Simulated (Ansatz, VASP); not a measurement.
**Mg2ZnS3 in VASP and in Ansatz**

```
Mg Zn S
1.0
     3.51340    0.00000    0.00000
     0.00000    3.51340    0.00000
     0.00000    0.00000   11.73264
Mg Zn S
2 1 3
Direct
  0.50000 0.00000 0.59604
  0.00000 0.50000 0.40396
  0.50000 0.50000 0.00000
  0.50000 0.00000 0.37530
  0.00000 0.50000 0.62470
  0.00000 0.00000 0.00000
```

Change from the starting cell: species swapped into the Hf2GaSb3 type (P-4m2, No. 115).

Alike in both runs: functional PBE; k mesh 10 × 10 × 4; occupations gaussian, width 0.1 eV; no spin polarisation.

Ansatz relaxed the structure, and its values are those at the end. VASP's run is a single point on that final structure, the one shown.

|  | VASP | Ansatz |
| --- | --- | --- |
| version | VASP 6.6.1 | Ansatz 0.2.0 |
| potentials or method | VASP PAW PBE potentials, release 64 (Mg, Zn, S), cutoff 520 eV | scalar-relativistic, plane waves, PAW |
| valence electrons in the cell | 34 | 50 |

```tsv
	VASP	Ansatz	Ansatz less VASP
gap on the k mesh at the Fermi level (eV)	none	none	-
pressure (GPa)	-0.1	0.0	+0.09
rms of the force components (eV/Å)	0.007	0.000	-0.0064
```

A gap of «none» marks a metal or a gap that the smearing closes. The functional is the same, so the differences come from potentials, cutoffs and numerics. VASP's potentials hold 34 valence electrons a cell and Ansatz's 50, so a difference there can come from the potentials and not from the codes.
